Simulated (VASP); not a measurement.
# Hf (Fm-3m) in VASP: a series of runs

The runs below take Hf through single point, relaxation of cell and atoms, with LDA.

Program: VASP 6.6.1. These are calculated values, not measurements. Logs are shortened: lines on timing, memory, paths and dates and some standing lists are left out, and cuts for length are marked.

### Step 1. The cell of the first run

Symmetry: Fm-3m, No. 225, cubic system. Conventional cell: a = 4.285 Å, b = 4.285 Å, c = 4.285 Å, α = 90.00°, β = 90.00°, γ = 90.00°. Hf (site symmetry m-3m) has 12 Hf at 3.03 Å within 4.0 Å.

### Step 2. Single point, LDA

INCAR

```
PREC = Accurate
ENCUT = 520
EDIFF = 1E-7
ISMEAR = 1
SIGMA = 0.2
LREAL = False
LASPH = True
NELM = 60
ALGO = Normal
ISIF = 2
LWAVE = False
LCHARG = False
NBANDS = 11
```

KPOINTS

```
Automatic mesh
0
Gamma
  11 11 11
```

POSCAR

```
Hf
1.0
    0.0000000000      2.1426858348      2.1426858348
    2.1426858348      0.0000000000      2.1426858348
    2.1426858348      2.1426858348      0.0000000000
Hf
1
Direct
    0.0000000000      0.0000000000      0.0000000000
```

Potentials or basis: VASP PAW LDA potentials, release 64 (Hf_pv).

The run is started by

```
$ cat potpaw_LDA.64/Hf_pv/POTCAR > POTCAR
$ mpirun -np 1 vasp_std > vasp.out
```

OUTCAR:

```text
PREC = Accurate
   ENCUT = 520
   EDIFF = 1E-7
   ISMEAR = 1
   LREAL = False
   LASPH = True
   NELM = 60
   ISIF = 2

 ion  position               nearest neighbor table
   1  0.000  0.000  0.000-

  LATTYP: Found a face centered cubic cell.
 ALAT       =     4.2853716696

  Lattice vectors:

 A1 = (   0.0000000000,   2.1426858348,   2.1426858348)
 A2 = (   2.1426858348,   0.0000000000,   2.1426858348)
 A3 = (   2.1426858348,   2.1426858348,   0.0000000000)

Analysis of symmetry for initial positions (statically):
=====================================================================
 Subroutine PRICEL returns:
 Original cell was already a primitive cell.

 Routine SETGRP: Setting up the symmetry group for a
 face centered cubic supercell.

 Subroutine GETGRP returns: Found 48 space group operations
 (whereof 48 operations were pure point group operations)
 out of a pool of 48 trial point group operations.

The static configuration has the point symmetry O_h .

Analysis of symmetry for dynamics (positions and initial velocities):
=====================================================================
 Subroutine PRICEL returns:
 Original cell was already a primitive cell.

 Routine SETGRP: Setting up the symmetry group for a
 face centered cubic supercell.

 Subroutine GETGRP returns: Found 48 space group operations
 (whereof 48 operations were pure point group operations)
 out of a pool of 48 trial point group operations.

The dynamic configuration has the point symmetry O_h .

 Subroutine INISYM returns: Found 48 space group operations
 (whereof 48 operations are pure point group operations),
 and found     1 'primitive' translations

----------------------------------------------------------------------------------------

                                     Primitive cell

  volume of cell :      19.6746

  direct lattice vectors                    reciprocal lattice vectors
     0.000000000  2.142685835  2.142685835    -0.233351988  0.233351988  0.233351988
     2.142685835  0.000000000  2.142685835     0.233351988 -0.233351988  0.233351988
     2.142685835  2.142685835  0.000000000     0.233351988  0.233351988 -0.233351988

  length of vectors
     3.030215367  3.030215367  3.030215367     0.404177500  0.404177500  0.404177500

  position of ions in fractional coordinates (direct lattice)
     0.000000000  0.000000000  0.000000000

  ion indices of the primitive-cell ions
   primitive index   ion index
                 1           1

----------------------------------------------------------------------------------------

 KPOINTS: Automatic mesh

Automatic generation of k-mesh.
 Grid dimensions read from file:
 generate k-points for:   11   11   11

 Generating k-lattice:

  Cartesian coordinates                     Fractional coordinates (reciprocal lattice)
    -0.021213817  0.021213817  0.021213817     0.090909091  0.000000000  0.000000000
     0.021213817 -0.021213817  0.021213817     0.000000000  0.090909091  0.000000000
     0.021213817  0.021213817 -0.021213817     0.000000000  0.000000000  0.090909091

  Length of vectors
     0.036743409  0.036743409  0.036743409

  Shift w.r.t. Gamma in fractional coordinates (k-lattice)
     0.000000000  0.000000000  0.000000000

 Subroutine IBZKPT returns following result:
 ===========================================

 Found     56 irreducible k-points:

 Following reciprocal coordinates:
            Coordinates               Weight
  0.000000  0.000000  0.000000      1.000000
  0.090909  0.000000  0.000000      8.000000
  0.181818  0.000000  0.000000      8.000000
  0.272727  0.000000  0.000000      8.000000
  0.363636  0.000000  0.000000      8.000000
  0.454545  0.000000  0.000000      8.000000
[... 16 lines left out ...]
 -0.272727  0.181818  0.000000     24.000000
 -0.181818  0.181818  0.000000     12.000000
 [... further k-points ...]
   k-points           NKPTS =     56   k-points in BZ     NKDIM =     56   number of bands    NBANDS=     11
   number of dos      NEDOS =    301   number of ions     NIONS =      1
   total plane-waves  NPLWV =  13824
   dimension x,y,z NGX =    24 NGY =   24 NGZ =   24
   dimension x,y,z NGXF=    48 NGYF=   48 NGZF=   48
   ions per type =               1
   NGX,Y,Z   is equivalent  to a cutoff of  13.17, 13.17, 13.17 a.u.
   NGXF,Y,Z  is equivalent  to a cutoff of  26.33, 26.33, 26.33 a.u.
 SYSTEM =  unknown system
   PREC   = accura    normal or accurate (medium, high low for compatibility)
   ISTART =      0    job   : 0-new  1-cont  2-samecut
   ICHARG =      2    charge: 1-file 2-atom 10-const
   ISPIN  =      1    spin polarized calculation?
   LNONCOLLINEAR =      F non collinear calculations
   LSORBIT =      F    spin-orbit coupling
   LASPH  =      T    aspherical Exc in radial PAW
   ENCUT  =  520.0 eV  38.22 Ry    6.18 a.u.   5.63  5.63  5.63*2*pi/ulx,y,z
   NELM   =     60;   NELMIN=  2; NELMDL= -5     # of ELM steps
   EDIFF  = 0.1E-06   stopping-criterion for ELM
   LREAL  =      F    real-space projection
   EDIFFG = 0.1E-05   stopping-criterion for IOM
   NSW    =      0    number of steps for IOM
   IBRION =     -1    ionic relax: 0-MD 1-quasi-New 2-CG
   NFREE  =      0    steps in history (QN), initial steepest desc. (CG)
   ISIF   =      2    stress and relaxation
   ISYM   =      2    0-nonsym 1-usesym 2-fastsym
   POTIM  = 0.5000    time-step for ionic-motion
   TEBEG  =    0.0;   TEEND  =   0.0 temperature during run
   PSTRESS=    0.0 pullay stress
   NELECT =      10.0000    total number of electrons
   NUPDOWN=      -1.0000    fix difference up-down
   EMIN   =  10.00;   EMAX   =-10.00  energy-range for DOS
   EFERMI =   0.00;   METHOD = LEGACY
   ISMEAR =     1;   SIGMA  =   0.20  broadening in eV -4-tet -1-fermi 0-gaus
   EFERMI_NEDOS =   21; number of points for ismear=-14 and -15
   IALGO  =     38    algorithm
   IMIX   =      4    mixing-type and parameters
     AMIX     =   0.40;   BMIX     =  1.00
     AMIX_MAG =   1.60;   BMIX_MAG =  1.00
  volume/ion in A,a.u.               =      19.67       132.77
  Fermi-wavevector in a.u.,A,eV,Ry     =   1.306491  2.468909 23.224030  1.706918
  Thomas-Fermi vector in A             =   2.437289
   LORBIT       =      0    0 simple, 1 ext, 2 COOP (PROOUT), +10 PAW based schemes
   GGA     = CA    functional components
   LHFCALC =     F    Hartree Fock is set to
   AEXX    =    0.0000 exact exchange contribution
   IVDW    =     0    specifies the selected vdW correction
   LEPSILON=     F    determine dielectric tensor
   LRPA    =     F    only Hartree local field effects (RPA)
 non-spin polarized calculation
 Methfessel and Paxton  Order N= 1 SIGMA  =   0.20
  energy-cutoff  :      520.00
  volume of cell :       19.67
 maximum number of plane-waves:       538
   NGX = 11   NGY = 11   NGZ = 11

 number of electron      10.0000000 magnetization

 number of electron       9.9999999 magnetization

 Free energy of the ion-electron system (eV)
  ---------------------------------------------------
  ext. energy  EPLUGINS =         0.00000000
  ---------------------------------------------------
  free energy    TOTEN  =       -10.61980255 eV

  energy without entropy =      -10.62402766  energy(sigma->0) =      -10.62121092

 E-fermi :   5.5598     XC(G=0): -12.0681

 val. band max:        5.5521267054   @ k =  -0.2727   0.4545   0.1818
 cond. band min:       5.5834374479   @ k =   0.2727   0.0000   0.0000
 fundamental gap:      0.0313107425
 Fermi energy:         5.5597729050

 k-point     1 :       0.0000    0.0000    0.0000
  band No.  band energies     occupation
      1     -23.8299      2.00000
      2     -23.8299      2.00000
      3     -23.8299      2.00000
      4      -1.9968      2.00000
      5       6.9326     -0.00000
      6       6.9326     -0.00000
      7       6.9326     -0.00000
      8      10.1740      0.00000
      9      10.1740      0.00000
     10      17.4173      0.00000
     11      18.1067      0.00000

 k-point     2 :       0.0909    0.0000    0.0000
  band No.  band energies     occupation
      1     -23.9397      2.00000
      2     -23.8432      2.00000
      3     -23.8432      2.00000
      4      -1.6595      2.00000
      5       6.6125     -0.00000
      6       7.0888     -0.00000
      7       7.0888     -0.00000
      8       9.9979      0.00000
      9       9.9979      0.00000
     10      18.1059      0.00000
     11      18.1384      0.00000

 k-point     3 :       0.1818    0.0000    0.0000
  band No.  band energies     occupation
      1     -24.2253      2.00000
      2     -23.8787      2.00000
      3     -23.8787      2.00000
      4      -0.7488      2.00000
      5       5.9704     -0.01342
      6       7.3598     -0.00000
      7       7.3598     -0.00000
      8       9.8263      0.00000
      9       9.8263      0.00000
     10      18.1012      0.00000
     11      18.6343      0.00000

 k-point     4 :       0.2727    0.0000    0.0000
  band No.  band energies     occupation
      1     -24.5815      2.00000
      2     -23.9246      2.00000
      3     -23.9246      2.00000
      4       0.4023      2.00000
      5       5.5834      0.80128
      6       7.2680     -0.00000
      7       7.2680     -0.00000
      8      10.3706      0.00000
      9      10.3706      0.00000
     10      17.3347      0.00000
     11      18.1114      0.00000
[... 239 lines left out ...]
 k-point    22 :      -0.3636    0.1818    0.0000
  band No.  band energies     occupation
      1     -24.9140      2.00000
      2     -24.2772      2.00000
      3     -24.0239      2.00000
      4       2.6354      2.00000
      5       5.1402      2.01150
      6       6.0432     -0.00332
      7       7.6557     -0.00000
      8      11.1995      0.00000
      9      13.8752      0.00000
     10      16.7009      0.00000
     11      18.1236      0.00000

 k-point    23 :      -0.2727    0.1818    0.0000
  band No.  band energies     occupation
      1     -24.7513      2.00000
      2     -24.2383      2.00000
      3     -23.9659      2.00000
      4       2.1175      2.00000
      5       5.1906      2.02546
      6       5.8913     -0.04085
      7       7.8846     -0.00000
      8       9.7061      0.00000
      9      13.3906      0.00000
     10      18.0291      0.00000
     11      18.3408      0.00000

 k-point    24 :      -0.1818    0.1818    0.0000
  band No.  band energies     occupation
      1     -24.5477      2.00000
      2     -24.1265      2.00000
      3     -23.9118      2.00000
      4       0.9972      2.00000
      5       5.2022      2.02981
      6       6.6380     -0.00000
      7       8.3542     -0.00000
      8       8.4922     -0.00000
      9      12.0143      0.00000
     10      18.0982      0.00000
     11      19.2703      0.00000

 [... further k-points ...]

------------------------ aborting loop because EDIFF is reached ----------------------------------------

  FORCE on cell =-STRESS in cart. coord.  units (eV):
  Direction    XX          YY          ZZ          XY          YZ          ZX
  --------------------------------------------------------------------------------------
  -------------------------------------------------------------------------------------
  Total        0.8249558      0.8249558      0.8249558     -0.0000000     -0.0000000      0.0000000
  in kB       67.1793468     67.1793468     67.1793468     -0.0000000     -0.0000000      0.0000000
  external PRESSURE =      67.1793468 kB  Pullay stress =       0.0000000 kB

 VOLUME and BASIS-vectors are now :
 -----------------------------------------------------------------------------
  energy-cutoff  :      520.00
  volume of cell :       19.67
      direct lattice vectors                 reciprocal lattice vectors
     0.000000000  2.142685835  2.142685835    -0.233351988  0.233351988  0.233351988
     2.142685835  0.000000000  2.142685835     0.233351988 -0.233351988  0.233351988
     2.142685835  2.142685835  0.000000000     0.233351988  0.233351988 -0.233351988

 POSITION                                       TOTAL-FORCE (eV/Angst)
 -----------------------------------------------------------------------------------
      0.00000      0.00000      0.00000         0.000000      0.000000      0.000000
 -----------------------------------------------------------------------------------
    total drift:                               -0.000000      0.000000     -0.000000

  FREE ENERGIE OF THE ION-ELECTRON SYSTEM (eV)
  ---------------------------------------------------
  free  energy   TOTEN  =       -10.6198025547 eV

  energy  without entropy=      -10.6240276625  energy(sigma->0) =      -10.62121092
```

It took 12 s on 1 thread of Intel Xeon 6975P-C, shared host; peak memory 0.13 GiB.

What came out:

```
Free energy            : -10.6198 eV
Pressure               : 6.7 GPa
Band gap on the k mesh : zero (band 5 reaches 6.93 eV, above the bottom of band 6 at 5.16 eV)
```

Caveat: spin-orbit coupling is left out, which moves the levels of the heavy elements.

### Step 3. Relaxation of cell and atoms, LDA, target pressure 5 GPa, at which the enthalpy is minimised

This run uses another cell than the first one, of 21.88 Å³/atom, 1.112 times its volume.

INCAR

```
SYSTEM = Hf
PREC = Accurate
ENCUT = 600
EDIFF = 1E-6
ISMEAR = 1
SIGMA = 0.2
LREAL = .FALSE.
LASPH = .TRUE.
NELM = 60
ALGO = Normal
ISIF = 3
LWAVE = .FALSE.
LCHARG = .FALSE.
GGA = CA
IBRION = 2
NSW = 80
EDIFFG = -0.1
PSTRESS = 50.0
```

KPOINTS

```
Automatic mesh
0
G
  11 11 11
  0 0 0
```

POSCAR

```
Hf
1.0
    0.0000000000      2.2200000000      2.2200000000
    2.2200000000      0.0000000000      2.2200000000
    2.2200000000      2.2200000000      0.0000000000
Hf
1
Direct
    0.0000000000      0.0000000000      0.0000000000
```

Potentials or basis: VASP PAW LDA potentials, release 64 (Hf_pv).

The run is started by

```
$ cat potpaw_LDA.64/Hf_pv/POTCAR > POTCAR
$ mpirun -np 1 vasp_std > vasp.out
```

Wall time 43 s (1 thread of Intel Xeon 6975P-C, shared host); peak memory 0.16 GiB.

It converged, with:

* Free energy: -10.6309 eV
* Relaxed volume: 19.98 Å³/atom
* Relaxed cell: a = 3.046 Å, b = 3.046 Å, c = 3.046 Å, α = 60.00°, β = 60.00°, γ = 60.00°
* Space group after relaxing (to 0.05 Å): Fm-3m (No. 225)
* Energy change on relaxing (the enthalpy is what falls): -13.1 meV/atom
* Ionic steps: 3
* Pressure after relaxing: 4.5 GPa
* Band gap on the k mesh: zero (band 5 reaches 6.81 eV, above the bottom of band 6 at 5.05 eV)

The path:
| step | energy change (eV) | largest force (eV/Å) | pressure (GPa) | volume (Å³) |
| --- | --- | --- | --- | --- |
| 1 | 0.0000 | 0.0000 | -5.96 | 21.88 |
| 2 | 0.2205 | 0.0000 | 27.37 | 17.47 |
| 3 | -0.0131 | 0.0000 | 4.54 | 19.98 |

Final structure:
```cif
data_structure
_symmetry_space_group_name_H-M 'P 1'
_symmetry_Int_Tables_number 1
_cell_length_a 3.0459
_cell_length_b 3.0459
_cell_length_c 3.0459
_cell_angle_alpha 60.000
_cell_angle_beta 60.000
_cell_angle_gamma 60.000
_cell_volume 19.98
loop_
_atom_site_label
_atom_site_type_symbol
_atom_site_fract_x
_atom_site_fract_y
_atom_site_fract_z
_atom_site_occupancy
Hf1 Hf 0.00000 0.00000 0.00000 1
```

Levels at points of the mesh, in eV from the Fermi level:
| k point | band 3 | band 4 | band 5 | band 6 | band 7 | band 8 |
| --- | --- | --- | --- | --- | --- | --- |
| (0.00, 0.00, 0.00) | -29.45 | -7.51 | 1.37 | 1.37 | 1.37 | 4.54 |

Caveat: the cell is relaxed towards a set pressure, so the enthalpy falls and the energy may rise; spin-orbit coupling is left out, which moves the levels of the heavy elements.
